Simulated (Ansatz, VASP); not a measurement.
# Two plane-wave programs on TaSb

```xyz
2
Lattice="0.0000 2.8280 2.8280 2.8280 0.0000 2.8280 2.8280 2.8280 0.0000" Properties=species:S:1:pos:R:3 pbc="T T T"
Ta    0.0000    0.0000    0.0000
Sb    2.8280    2.8280    2.8280
```

Alike in both runs: task relaxation of cell and atoms; functional LDA; k mesh 13 × 13 × 13; occupations fermi-dirac, width 0.05 eV; no spin polarisation.

|  | VASP | Ansatz |
| --- | --- | --- |
| version | VASP 6.6.1 | Ansatz 0.2.0 |
| potentials or method | VASP PAW LDA potentials, release 64 (Ta_sv_GW, Sb_d_GW) | PAW with Ansatz's default frozen-core files, scalar-relativistic |
| plane-wave cutoff (eV) | 500 | 420 |
| valence electrons in the cell | 28 | 28 |

VASP gave:

- relaxed volume (Å³/atom): 21.28
- relaxed length of the cell vector where the two differ most in proportion (Å): 3.919

**Question.** What did Ansatz give for the same quantities?

**Answer.** Relaxed volume (Å³/atom): 21.27; relaxed length of the cell vector where the two differ most in proportion (Å): 3.918.

LDA's correlation is that of Perdew and Zunger in VASP and of Perdew and Wang (1992) in Ansatz.

Neither program's run includes spin-orbit coupling.
